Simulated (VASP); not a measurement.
Here is a VASP 6.6.1 calculation.

Contents of INCAR:

```
PREC = Accurate
ENCUT = 520
EDIFF = 1E-6
ISMEAR = 0
SIGMA = 0.15
LREAL = F
LASPH = T
NELM = 80
ALGO = Fast
ISIF = 2
LWAVE = F
LCHARG = F
GGA = PE
NBANDS = 12
```

Contents of KPOINTS:

```
Automatic mesh
0
Gamma
  20 20 20
```

File POSCAR:

```
Ag
1.0
   -1.6556540000      1.6711343649      1.6711343649
    1.6556540000     -1.6401736351      1.6401736351
    1.6556540000      1.6401736351     -1.6401736351
Ag
1
Direct
    0.0000000000      0.0000000000      0.0000000000
```

Potentials or basis: VASP PAW PBE potentials, release 64 (Ag).

The run is started by

```sh
$ cat potpaw_PBE.64/Ag/POTCAR > POTCAR
$ mpirun -np 1 vasp_std > vasp.out
```

Question: What does it give for the pressure?

Answer: -0.7 GPa.

Question: Predict the band gap on the k mesh.

Answer: Zero (an odd number of electrons rules out a gap without spin polarisation).

Stress tensor (GPa, compression positive):
```
-0.74  0.00  0.00
 0.00 -0.75 -0.73
 0.00 -0.73 -0.75
```

Caveat: the cell differs from its parent crystal (strain +0.0187 x Voigt [0, 0, 0, 1, 0, 0]).
